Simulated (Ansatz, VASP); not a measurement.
Two plane-wave programs on KMn2NbF6

File POSCAR:

```
KMn2NbF6
1.0
    0.0000000000      3.9147770000      3.9147770000
    3.9147770000      0.0000000000      3.9147770000
    3.9147770000      3.9147770000      0.0000000000
Mn K F Nb
2 1 6 1
Direct
    0.2500000000      0.2500000000      0.2500000000
    0.7500000000      0.7500000000      0.7500000000
    0.5000000000      0.5000000000      0.5000000000
    0.7800000000      0.2200000000      0.2200000000
    0.2200000000      0.7800000000      0.2200000000
    0.2200000000      0.7800000000      0.7800000000
    0.7800000000      0.2200000000      0.7800000000
    0.2200000000      0.2200000000      0.7800000000
    0.7800000000      0.7800000000      0.2200000000
    0.0000000000      0.0000000000      0.0000000000
```

Contents of INCAR.step1:

```
  PREC = Accurate
  ENCUT = 520
  ISMEAR = -1
  SIGMA = 0.1
  LREAL = F
  LASPH = T
  NELM = 80
  NBANDS = 56
  GGA = PE
  ALGO = Normal
  EDIFF = 1E-4
  LWAVE = T
  LCHARG = F
```

INCAR.step2

```
  PREC = Accurate
  ENCUT = 520
  EDIFF = 1E-6
  ISMEAR = -1
  SIGMA = 0.1
  LREAL = F
  LASPH = T
  NELM = 80
  ALGO = Normal
  ISIF = 2
  LWAVE = F
  LCHARG = F
  METAGGA = R2SCAN
  LMIXTAU = T
  NBANDS = 56
  ISTART = 1
```

File KPOINTS:

```
regular mesh
0
Gamma
  8 8 8
```

Input for Ansatz:

```yaml
crystal:
  lattice:
    - [0.0, 3.914777, 3.914777]
    - [3.914777, 0.0, 3.914777]
    - [3.914777, 3.914777, 0.0]
  atoms:
    - { symbol: Mn, position: [0.25, 0.25, 0.25] }
    - { symbol: Mn, position: [0.75, 0.75, 0.75] }
    - { symbol: K, position: [0.5, 0.5, 0.5] }
    - { symbol: F, position: [0.78, 0.22, 0.22] }
    - { symbol: F, position: [0.22, 0.78, 0.22] }
    - { symbol: F, position: [0.22, 0.78, 0.78] }
    - { symbol: F, position: [0.78, 0.22, 0.78] }
    - { symbol: F, position: [0.22, 0.22, 0.78] }
    - { symbol: F, position: [0.78, 0.78, 0.22] }
    - { symbol: Nb, position: [0.0, 0.0, 0.0] }
  symmetry: { tolerance: 0.0003 }
kpoints:
  mp_grid: { grid: [8, 8, 8], shift: [0, 0, 0] }
  band_path:
    path:
      - [0.0, 0.0, 0.0]
      - [0.5, 0.0, 0.5]
      - [0.625, 0.25, 0.625]
      - [0.375, 0.375, 0.75]
      - [0.0, 0.0, 0.0]
      - [0.5, 0.5, 0.5]
      - [0.5, 0.25, 0.75]
      - [0.5, 0.0, 0.5]
    npoints: 8
magnetization:
  spin_polarized: false
scf:
  occupations: { method: fermi_dirac }
  lower_state_search: "off"
  max_iter: 200
hamiltonian:
  pseudopotentials: { kind: paw }
  xc: r2scan
basis:
  ecutwfc: 500
  fft_grid_basis: typed
output:
  forces: true
  stress: true
  eigenvalues: true
  bader: true
  populations: true
  elf: true
  write_potential: true
  volumetric_format: npy
  dos:
    e_range: [-12, 8]
    de: 0.05
    projected: { site_lists: { F: [F], K: [K], Mn: [Mn], Nb: [Nb] } }
checkpoint:
  read: saved_state
```

Alike in both runs: task single point; functional r2SCAN; k mesh 8 × 8 × 8; no spin polarisation.

```csv
,VASP,Ansatz
version,VASP 6.6.1,Ansatz 0.2.0
potentials or method,"VASP PAW PBE potentials, release 64 (Mn_pv, K_sv, F, Nb_sv), cutoff 520 eV",PAW plane waves
occupations,"fermi-dirac, width 0.1 eV",fermi-dirac
valence electrons in the cell,90,94
```

```tsv
	VASP	Ansatz	Ansatz less VASP
rms of the force components (eV/Å)	3.627	3.544	-0.0824
```

VASP's potentials were made for PBE, not for r2SCAN. Atom by atom the forces differ by 0.082 eV/Å (rms over components). VASP's potentials hold 90 valence electrons a cell and Ansatz's 94, so a difference there can come from the potentials and not from the codes.
